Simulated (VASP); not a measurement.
# In (I4/mmm) in VASP: notebook

Runs on In. Level: PBEsol. Tasks: single point.

All numbers are computed with VASP 6.6.1; they aren't measurements. Logs are shortened: lines on timing, memory, paths and dates and some standing lists are left out, and cuts for length are marked.

### Step 1. The cell of the first run

Symmetry: I4/mmm, No. 139, tetragonal system. Conventional cell: a = 3.316 Å, b = 3.316 Å, c = 4.947 Å, α = 90.00°, β = 90.00°, γ = 90.00°. In (site symmetry 4/mmm) has 12 In at 3.32 to 3.41 Å within 4.4 Å.

### Step 2. Single point, PBEsol

File INCAR:

```
PREC     = Accurate       # precision mode
ENCUT    = 520            # plane-wave cutoff, eV
EDIFF    = 1E-7           # SCF threshold, eV
ISMEAR   = -1             # smearing method
SIGMA    = 0.05           # smearing width, eV
LREAL    = False          # projectors in reciprocal space
LASPH    = True           # aspherical terms in the spheres
NELM     = 60             # most SCF steps
ALGO     = Fast           # electronic algorithm
ISIF     = 2              # what is computed and relaxed
LWAVE    = False          # write WAVECAR
LCHARG   = False          # write CHGCAR
GGA      = PS             # functional
NBANDS   = 12             # bands
```

File KPOINTS:

```
regular mesh
0
Gamma
  9 9 9
```

File POSCAR:

```
In
1.0
   -1.6579794000      1.6579794000      2.4737000000
    1.6579794000     -1.6579794000      2.4737000000
    1.6579794000      1.6579794000     -2.4737000000
In
1
Direct
    0.0000000000      0.0000000000      0.0000000000
```

Potentials or basis: VASP PAW PBE potentials, release 64 (In_d).

Started as:

```sh
cat potpaw_PBE.64/In_d/POTCAR > POTCAR
mpirun -np 1 vasp_std > vasp.out
```

OUTCAR:

```text
PREC = Accurate
   ENCUT = 520
   EDIFF = 1E-7
   ISMEAR = -1
   LREAL = False
   LASPH = True
   NELM = 60
   ISIF = 2
   GGA = PS

 ion  position               nearest neighbor table
   1  0.000  0.000  0.000-

  LATTYP: Found a body centered tetragonal cell.
 ALAT       =     3.3159588000
 C/A-ratio  =     1.4919968246

  Lattice vectors:

 A1 = (  -1.6579794000,   1.6579794000,   2.4737000000)
 A2 = (   1.6579794000,  -1.6579794000,   2.4737000000)
 A3 = (   1.6579794000,   1.6579794000,  -2.4737000000)

Analysis of symmetry for initial positions (statically):
=====================================================================
 Subroutine PRICEL returns:
 Original cell was already a primitive cell.

 Routine SETGRP: Setting up the symmetry group for a
 body centered tetragonal supercell.

 Subroutine GETGRP returns: Found 16 space group operations
 (whereof 16 operations were pure point group operations)
 out of a pool of 16 trial point group operations.

The static configuration has the point symmetry D_4h.

Analysis of symmetry for dynamics (positions and initial velocities):
=====================================================================
 Subroutine PRICEL returns:
 Original cell was already a primitive cell.

 Routine SETGRP: Setting up the symmetry group for a
 body centered tetragonal supercell.

 Subroutine GETGRP returns: Found 16 space group operations
 (whereof 16 operations were pure point group operations)
 out of a pool of 16 trial point group operations.

The dynamic configuration has the point symmetry D_4h.

 Subroutine INISYM returns: Found 16 space group operations
 (whereof 16 operations are pure point group operations),
 and found     1 'primitive' translations

----------------------------------------------------------------------------------------

                                     Primitive cell

  volume of cell :      27.1998

  direct lattice vectors                    reciprocal lattice vectors
    -1.657979400  1.657979400  2.473700000     0.000000000  0.301571901  0.202126369
     1.657979400 -1.657979400  2.473700000     0.301571901  0.000000000  0.202126369
     1.657979400  1.657979400 -2.473700000     0.301571901  0.301571901  0.000000000

  length of vectors
     3.408369562  3.408369562  3.408369562     0.363043635  0.363043635  0.426487073

  position of ions in fractional coordinates (direct lattice)
     0.000000000  0.000000000  0.000000000

  ion indices of the primitive-cell ions
   primitive index   ion index
                 1           1

----------------------------------------------------------------------------------------

 KPOINTS: regular mesh

Automatic generation of k-mesh.
 Grid dimensions read from file:
 generate k-points for:    9    9    9

 Generating k-lattice:

  Cartesian coordinates                     Fractional coordinates (reciprocal lattice)
     0.000000000  0.033507989  0.022458485     0.111111111  0.000000000  0.000000000
     0.033507989  0.000000000  0.022458485     0.000000000  0.111111111  0.000000000
     0.033507989  0.033507989  0.000000000     0.000000000  0.000000000  0.111111111

  Length of vectors
     0.040338182  0.040338182  0.047387453

  Shift w.r.t. Gamma in fractional coordinates (k-lattice)
     0.000000000  0.000000000  0.000000000

 Subroutine IBZKPT returns following result:
 ===========================================

 Found     75 irreducible k-points:

 Following reciprocal coordinates:
            Coordinates               Weight
  0.000000  0.000000  0.000000      1.000000
  0.111111  0.000000  0.000000      8.000000
  0.222222  0.000000 -0.000000      8.000000
  0.333333  0.000000 -0.000000      8.000000
  0.444444  0.000000 -0.000000      8.000000
  0.111111  0.111111  0.000000      8.000000
[... 16 lines left out ...]
 -0.333333  0.333333  0.000000      4.000000
  0.444444  0.444444 -0.000000      8.000000
 [... further k-points ...]
   k-points           NKPTS =     75   k-points in BZ     NKDIM =     75   number of bands    NBANDS=     12
   number of dos      NEDOS =    301   number of ions     NIONS =      1
   total plane-waves  NPLWV =  21952
   dimension x,y,z NGX =    28 NGY =   28 NGZ =   28
   dimension x,y,z NGXF=    56 NGYF=   56 NGZF=   56
   ions per type =               1
   NGX,Y,Z   is equivalent  to a cutoff of  13.66, 13.66, 13.66 a.u.
   NGXF,Y,Z  is equivalent  to a cutoff of  27.31, 27.31, 27.31 a.u.
 SYSTEM =  unknown system
   PREC   = accura    normal or accurate (medium, high low for compatibility)
   ISTART =      0    job   : 0-new  1-cont  2-samecut
   ICHARG =      2    charge: 1-file 2-atom 10-const
   ISPIN  =      1    spin polarized calculation?
   LNONCOLLINEAR =      F non collinear calculations
   LSORBIT =      F    spin-orbit coupling
   LASPH  =      T    aspherical Exc in radial PAW
   ENCUT  =  520.0 eV  38.22 Ry    6.18 a.u.   6.34  6.34  6.34*2*pi/ulx,y,z
   NELM   =     60;   NELMIN=  2; NELMDL= -5     # of ELM steps
   EDIFF  = 0.1E-06   stopping-criterion for ELM
   LREAL  =      F    real-space projection
   EDIFFG = 0.1E-05   stopping-criterion for IOM
   NSW    =      0    number of steps for IOM
   IBRION =     -1    ionic relax: 0-MD 1-quasi-New 2-CG
   NFREE  =      0    steps in history (QN), initial steepest desc. (CG)
   ISIF   =      2    stress and relaxation
   ISYM   =      2    0-nonsym 1-usesym 2-fastsym
   POTIM  = 0.5000    time-step for ionic-motion
   TEBEG  =    0.0;   TEEND  =   0.0 temperature during run
   PSTRESS=    0.0 pullay stress
   NELECT =      13.0000    total number of electrons
   NUPDOWN=      -1.0000    fix difference up-down
   EMIN   =  10.00;   EMAX   =-10.00  energy-range for DOS
   EFERMI =   0.00;   METHOD = LEGACY
   ISMEAR =    -1;   SIGMA  =   0.05  broadening in eV -4-tet -1-fermi 0-gaus
   EFERMI_NEDOS =   21; number of points for ismear=-14 and -15
   IALGO  =     68    algorithm
   IMIX   =      4    mixing-type and parameters
     AMIX     =   0.40;   BMIX     =  1.00
     AMIX_MAG =   1.60;   BMIX_MAG =  1.00
  volume/ion in A,a.u.               =      27.20       183.55
  Fermi-wavevector in a.u.,A,eV,Ry     =   1.279973  2.418798 22.290850  1.638331
  Thomas-Fermi vector in A             =   2.412428
   LORBIT       =      0    0 simple, 1 ext, 2 COOP (PROOUT), +10 PAW based schemes
   GGA     = PS    functional components
   LHFCALC =     F    Hartree Fock is set to
   AEXX    =    0.0000 exact exchange contribution
   IVDW    =     0    specifies the selected vdW correction
   LEPSILON=     F    determine dielectric tensor
   LRPA    =     F    only Hartree local field effects (RPA)
 non-spin polarized calculation
 RMM-DIIS sequential band-by-band and
  energy-cutoff  :      520.00
  volume of cell :       27.20
 maximum number of plane-waves:       745
 NGX is ok and might be reduce to    28
   NGX = 13   NGY = 13   NGZ = 13

 number of electron      12.9999997 magnetization

 Free energy of the ion-electron system (eV)
  ---------------------------------------------------
  ext. energy  EPLUGINS =         0.00000000
  ---------------------------------------------------
  free energy    TOTEN  =        -2.95988893 eV

  energy without entropy =       -2.95505252  energy(sigma->0) =       -2.95747073

 E-fermi :   6.9165     XC(G=0): -10.2199

 val. band max:        6.8651557517   @ k =   0.4444   0.3333   0.1111
 cond. band min:       6.9406544379   @ k =   0.4444   0.2222   0.1111
 fundamental gap:      0.0754986862
 Fermi energy:         6.9165044752

 k-point     1 :       0.0000    0.0000    0.0000
  band No.  band energies     occupation
      1      -7.6190      2.00000
      2      -7.5531      2.00000
      3      -7.5531      2.00000
      4      -7.4572      2.00000
      5      -7.3845      2.00000
      6      -2.3751      2.00000
      7      17.0979      0.00000
      8      17.0979      0.00000
      9      17.2132      0.00000
     10      18.3974      0.00000
     11      20.5544      0.00000
     12      20.6536      0.00000

 k-point     2 :       0.1111    0.0000    0.0000
  band No.  band energies     occupation
      1      -7.6051      2.00000
      2      -7.5522      2.00000
      3      -7.5361      2.00000
      4      -7.4536      2.00000
      5      -7.3893      2.00000
      6      -2.1122      2.00000
      7      14.5244      0.00000
      8      16.6428      0.00000
      9      16.7748      0.00000
     10      18.1141      0.00000
     11      21.1346      0.00000
     12      21.3410      0.00000

 k-point     3 :       0.2222    0.0000   -0.0000
  band No.  band energies     occupation
      1      -7.5968      2.00000
      2      -7.5580      2.00000
      3      -7.5111      2.00000
      4      -7.4129      2.00000
      5      -7.3824      2.00000
      6      -1.3130      2.00000
      7      10.8345      0.00000
      8      15.7192      0.00000
      9      16.2218      0.00000
     10      17.9916      0.00000
     11      19.8712      0.00000
     12      21.7957      0.00000
[... 286 lines left out ...]
 k-point    23 :      -0.3333    0.3333    0.0000
  band No.  band energies     occupation
      1      -7.7106      2.00000
      2      -7.6036      2.00000
      3      -7.3437      2.00000
      4      -7.3295      2.00000
      5      -7.3170      2.00000
      6       0.9308      2.00000
      7      10.3808      0.00000
      8      11.4858      0.00000
      9      11.7496      0.00000
     10      14.5886      0.00000
     11      14.7185      0.00000
     12      26.1670      0.00000

 k-point    24 :       0.4444    0.4444   -0.0000
  band No.  band energies     occupation
      1      -7.7384      2.00000
      2      -7.6660      2.00000
      3      -7.3070      2.00000
      4      -7.2846      2.00000
      5      -7.2258      2.00000
      6       5.1019      2.00000
      7       5.2107      2.00000
      8       9.0976      0.00000
      9      10.8444      0.00000
     10      14.1097      0.00000
     11      15.8927      0.00000
     12      26.6623      0.00000

 [... further k-points ...]
[... 5 lines left out ...]
  --------------------------------------------------------------------------------------
  -------------------------------------------------------------------------------------
  Total       -0.3732271     -0.3732271     -0.3226822      0.0000000     -0.0000000      0.0000000
  in kB      -21.9845974    -21.9845974    -19.0072941      0.0000000     -0.0000000      0.0000000
  external PRESSURE =     -20.9921630 kB  Pullay stress =       0.0000000 kB

 VOLUME and BASIS-vectors are now :
 -----------------------------------------------------------------------------
  energy-cutoff  :      520.00
  volume of cell :       27.20
      direct lattice vectors                 reciprocal lattice vectors
    -1.657979400  1.657979400  2.473700000     0.000000000  0.301571901  0.202126369
     1.657979400 -1.657979400  2.473700000     0.301571901  0.000000000  0.202126369
     1.657979400  1.657979400 -2.473700000     0.301571901  0.301571901  0.000000000

 POSITION                                       TOTAL-FORCE (eV/Angst)
 -----------------------------------------------------------------------------------
      0.00000      0.00000      0.00000         0.000000     -0.000000     -0.000000
 -----------------------------------------------------------------------------------
    total drift:                               -0.000000     -0.000000     -0.000000

  FREE ENERGIE OF THE ION-ELECTRON SYSTEM (eV)
  ---------------------------------------------------
  free  energy   TOTEN  =        -2.9598889314 eV

  energy  without entropy=       -2.9550525239  energy(sigma->0) =       -2.95747073
```

It took 34 s on 1 thread of Intel Xeon 6975P-C, shared host; peak memory 0.16 GiB.

What came out:

| Item | Value |
| --- | --- |
| Free energy | -2.9599 eV |
| Pressure | -2.1 GPa |

Levels at points of the mesh, in eV from the Fermi level:
```tsv
k point	band 4	band 5	band 6	band 7	band 8	band 9
(0.00, 0.00, 0.00)	-14.37	-14.30	-9.29	10.18	10.18	10.30
```

Caveat: the PAW data sets were made with another functional, which shifts forces and pressure a little; spin-orbit coupling is left out, which moves the levels of the heavy elements.

(Part 1 of 2 ends here.)
